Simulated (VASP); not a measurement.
# Zr3TiC4 (Pmmm) in VASP: further runs, part 2 of 2

VASP 6.6.1. The steps go on from the part before.

## (4) Relaxation of cell and atoms, PBE

This run uses another cell than the first one, of 14.53 Å³/atom.

File INCAR:

```
PREC     = Accurate       # precision mode
ENCUT    = 600            # plane-wave cutoff, eV
EDIFF    = 1E-6           # SCF threshold, eV
ISMEAR   = 0              # smearing method
SIGMA    = 0.1            # smearing width, eV
LREAL    = False          # projectors in reciprocal space
LASPH    = True           # aspherical terms in the spheres
NELM     = 60             # most SCF steps
ALGO     = Normal         # electronic algorithm
ISIF     = 3              # what is computed and relaxed
LWAVE    = False          # write WAVECAR
LCHARG   = False          # write CHGCAR
GGA      = PE             # functional
IBRION   = 2              # ionic algorithm
NSW      = 90             # ionic steps
EDIFFG   = -0.04          # ionic threshold
```

File KPOINTS:

```
Automatic mesh
0
Gamma
  6 4 4
```

File POSCAR:

```
Zr3TiC4
1.0
    3.4511668400      0.0000000000      0.0000000000
    0.0000000000      4.8806869600      0.0000000000
    0.0000000000      0.0000000000      6.9023336900
Zr Ti C
3 1 4
Direct
    0.0000000000      0.5000000000      0.7500000000
    0.5000000000      0.0000000000      0.0000000000
    0.0000000000      0.5000000000      0.2500000000
    0.5000000000      0.0000000000      0.5000000000
    0.0000000000      0.0000000000      0.7500000000
    0.5000000000      0.5000000000      0.0000000000
    0.0000000000      0.0000000000      0.2500000000
    0.5000000000      0.5000000000      0.5000000000
```

Command:

```sh
$ cat potpaw_PBE.64/Zr_sv/POTCAR potpaw_PBE.64/Ti_sv/POTCAR potpaw_PBE.64/C/POTCAR > POTCAR
$ mpirun -np 1 vasp_std > vasp.out
```

It took 44 min on 1 thread of Intel Xeon 8259CL, shared host; peak memory 0.37 GiB.

Results (log left out):

```
Free energy                           : -76.7061 eV
Relaxed volume                        : 12.39 Å³/atom
Relaxed cell                          : a = 3.281 Å, b = 4.624 Å, c = 6.533 Å, α = 90.00°, β = 90.00°, γ = 90.00°
Space group after relaxing (to 0.1 Å) : Pmmm (No. 47)
Energy gained by relaxing             : 203.3 meV/atom
Ionic steps                           : 11
Pressure after relaxing               : 0.1 GPa
Largest force after relaxing          : 0.017 eV/Å
Band gap on the k mesh                : zero (bands 32 and 33 overlap by 1.30 eV)
```

Forces on the atoms (eV/Å):
```
Zr   0.000  0.000 -0.017
Zr   0.000  0.000  0.000
Zr   0.000  0.000  0.017
Ti   0.000  0.000  0.000
C    0.000  0.000 -0.006
C    0.000  0.000  0.000
C    0.000  0.000  0.006
C    0.000  0.000  0.000
```

Stress tensor (GPa, compression positive):
```
0.03 0.00 0.00
0.00 0.13 0.00
0.00 0.00 0.02
```

The path:
| step | energy change (eV) | largest force (eV/Å) | pressure (GPa) | volume (Å³) |
| --- | --- | --- | --- | --- |
| 1 | 0.0000 | 0.5177 | -25.47 | 116.26 |
| 2 | 1.4808 | 1.4103 | 65.36 | 81.56 |
| 3 | -1.5557 | 0.8861 | -1.40 | 99.98 |
| 4 | -1.5596 | 0.9014 | -0.04 | 99.37 |
| 5 | -1.5596 | 0.9093 | 0.68 | 99.05 |
| 6 | -1.6175 | 0.3526 | 0.73 | 98.87 |
| 7 | -1.6220 | 0.2445 | 0.81 | 98.80 |
| 8 | -1.6247 | 0.0560 | -1.15 | 99.65 |
| 9 | -1.6261 | 0.0545 | -0.44 | 99.33 |
| 10 | -1.6265 | 0.0543 | 0.25 | 99.02 |
| 11 | -1.6267 | 0.0167 | 0.06 | 99.13 |

Final structure:
```
Zr Ti C
1.0
     3.28120    0.00000    0.00000
     0.00000    4.62443    0.00000
     0.00000    0.00000    6.53301
Zr Ti C
3 1 4
Direct
  0.00000 0.50000 0.74589
  0.50000 0.00000 0.00000
  0.00000 0.50000 0.25411
  0.50000 0.00000 0.50000
  0.00000 0.00000 0.73892
  0.50000 0.50000 0.00000
  0.00000 0.00000 0.26108
  0.50000 0.50000 0.50000
```

Levels at points of the mesh, in eV from the Fermi level:
```csv
k point,band 28,band 29,band 30,band 31,band 32,band 33,band 34,band 35,band 36,band 37
"(0.00, 0.00, 0.00)",-1.64,0.04,0.11,0.88,0.99,0.99,1.10,1.13,1.14,2.14
"(0.50, 0.00, 0.00)",-2.02,-1.65,-1.63,-0.08,0.11,0.11,0.31,2.20,2.49,3.03
"(0.00, 0.50, 0.00)",-2.62,-0.57,-0.51,-0.44,-0.34,-0.31,-0.28,2.46,2.65,2.96
"(0.50, 0.50, 0.00)",-2.69,-2.58,-2.42,-2.11,-2.10,2.35,2.56,2.63,3.49,3.56
"(0.00, 0.00, 0.50)",-1.53,-1.42,-1.29,-0.93,-0.93,1.12,1.26,1.73,1.78,2.23
"(0.50, 0.00, 0.50)",-1.80,-1.70,-1.48,-1.28,-1.28,0.90,1.15,1.24,1.39,2.57
"(0.00, 0.50, 0.50)",-2.12,-1.96,-1.93,-1.91,-1.87,1.38,1.94,2.08,2.12,2.39
"(0.50, 0.50, 0.50)",-2.40,-2.38,-2.24,-2.23,-2.04,2.17,2.51,2.62,3.11,3.64
```

## (5) Single point, PBE

File INCAR:

```
SYSTEM = Zr3TiC4
PREC = Accurate ; ENCUT = 520
EDIFF = 1E-6 ; ISMEAR = 0
SIGMA = 0.1 ; LREAL = .False.
LASPH = .True. ; NELM = 60
ALGO = Normal ; ISIF = 2
LWAVE = .False. ; LCHARG = .False.
GGA = PE ; NBANDS = 42
```

File KPOINTS:

```
regular mesh
0
Gamma
  12 8 6
  0 0 0
```

File POSCAR:

```
Zr3TiC4
1.0
    3.2714155446      0.0000000000      0.0000000000
    0.0000000000      4.6334929388      0.0000000000
    0.0000000000      0.0000000000      6.5379728262
Zr Ti C
3 1 4
Direct
    0.0000000000      0.5000000000      0.7458447417
    0.5000000000      0.0000000000      0.0000000000
    0.0000000000      0.5000000000      0.2541552583
    0.5000000000      0.0000000000      0.5000000000
    0.0000000000      0.0000000000      0.7389068209
    0.5000000000      0.5000000000      0.0000000000
    0.0000000000      0.0000000000      0.2610931791
    0.5000000000      0.5000000000      0.5000000000
```

Command:

```sh
$ cat potpaw_PBE.64/Zr_sv/POTCAR potpaw_PBE.64/Ti_sv/POTCAR potpaw_PBE.64/C/POTCAR > POTCAR
$ mpirun -np 1 vasp_std > vasp.out
```

It took 15 min on 1 thread of Intel Xeon 8259CL, shared host; peak memory 0.56 GiB.

Results (log left out):

| Property | Result |
| --- | --- |
| Free energy | -76.6636 eV |
| Pressure | 0.3 GPa |
| Band gap on the k mesh | zero (bands 32 and 33 overlap by 1.25 eV) |

Levels at points of the mesh, in eV from the Fermi level:
```tsv
k point	band 28	band 29	band 30	band 31	band 32	band 33	band 34	band 35	band 36	band 37
(0.00, 0.00, 0.00)	-1.72	-0.01	0.03	0.84	0.89	0.91	1.03	1.05	1.06	2.06
(0.50, 0.00, 0.00)	-2.10	-1.72	-1.70	-0.15	0.03	0.03	0.23	2.13	2.43	2.96
(0.00, 0.50, 0.00)	-2.70	-0.66	-0.59	-0.47	-0.41	-0.35	-0.35	2.40	2.57	2.89
(0.50, 0.50, 0.00)	-2.78	-2.63	-2.49	-2.18	-2.16	2.27	2.46	2.58	3.39	3.44
(0.00, 0.00, 0.50)	-1.59	-1.48	-1.34	-1.02	-1.01	1.07	1.18	1.65	1.75	2.15
(0.50, 0.00, 0.50)	-1.88	-1.79	-1.56	-1.38	-1.36	0.84	1.08	1.17	1.32	2.51
(0.00, 0.50, 0.50)	-2.19	-2.02	-1.98	-1.96	-1.91	1.31	1.86	2.00	2.04	2.32
(0.50, 0.50, 0.50)	-2.46	-2.45	-2.31	-2.30	-2.11	2.08	2.42	2.56	3.03	3.55
```

## (6) The runs side by side

| task | cell | k mesh | cutoff (eV) | gap on the mesh (eV) | pressure (GPa) | largest force (eV/Å) |
| --- | --- | --- | --- | --- | --- | --- |
| single point | a = 3.281, b = 4.627, c = 6.533 Å, 8 atoms, atomic positions A | 6 × 4 × 4 | 520 | none | 0.0 | - |
| single point | a = 3.451, b = 4.881, c = 6.902 Å, 8 atoms, atomic positions B | 6 × 4 × 4 | 520 | none | -25.4 | 0.52 |
| relaxation of cell and atoms | relaxed from a = 3.451, b = 4.881, c = 6.902 Å, 8 atoms, atomic positions B | 6 × 4 × 4 | 600 | none | 0.1 | 0.02 |
| single point | a = 3.271, b = 4.633, c = 6.538 Å, 8 atoms, atomic positions A | 12 × 8 × 6 | 520 | none | 0.3 | - |

Alike in all rows: level PBE; potentials or basis VASP PAW PBE potentials, release 64 (Zr_sv, Ti_sv, C); no spin polarisation; smearing gaussian 0.1 eV.

Caveats: the cell stands under tension (at least some runs).

Total energies depend on the potentials used, so only differences within one code and one set of settings carry meaning.
